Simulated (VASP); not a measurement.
LiBr (rocksalt type): electric field gradients with PBE

Crystal: LiBr (rocksalt type).

```xyz
2
Lattice="0.0000 2.7730 2.7730 2.7730 0.0000 2.7730 2.7730 2.7730 0.0000" Properties=species:S:1:pos:R:3 pbc="T T T"
Li    0.0000    0.0000    0.0000
Br    2.7730    2.7730    2.7730
```

```
Program                : VASP 6.6.1
Task                   : electric field gradients
Functional             : PBE
Potentials or basis    : VASP PAW PBE potentials, release 64 (Li_sv, Br)
Cutoff                 : 650 eV
k mesh                 : 12 × 12 × 12
Occupations            : fermi-dirac, width 0.08 eV
Spin                   : no spin polarisation
Dipole correction      : no
Further INCAR settings : ALGO = Normal; EDIFF = 1e-08; NBANDS = 12
```

* Pressure: -0.6 GPa
* Band gap on the k mesh: 4.84 eV
* Largest electric field gradient by atom: zero within the noise of the run

Levels at points of the mesh, in eV from the valence-band top:
```
           k point  band 3  band 4  band 5  band 6  band 7  band 8
(0.00, 0.00, 0.00)   -0.01   -0.01   -0.01    4.84   10.47   10.47
(0.50, 0.00, 0.00)   -2.78   -0.26   -0.26    5.61    8.09    8.09
(0.50, 0.50, 0.00)   -2.77   -1.09   -1.09    6.21    7.15   11.42
```

It took 85 s on 1 thread of Intel Xeon 8259CL, on a shared host, peak memory 0.23 GiB.

A k mesh can miss the band edges.
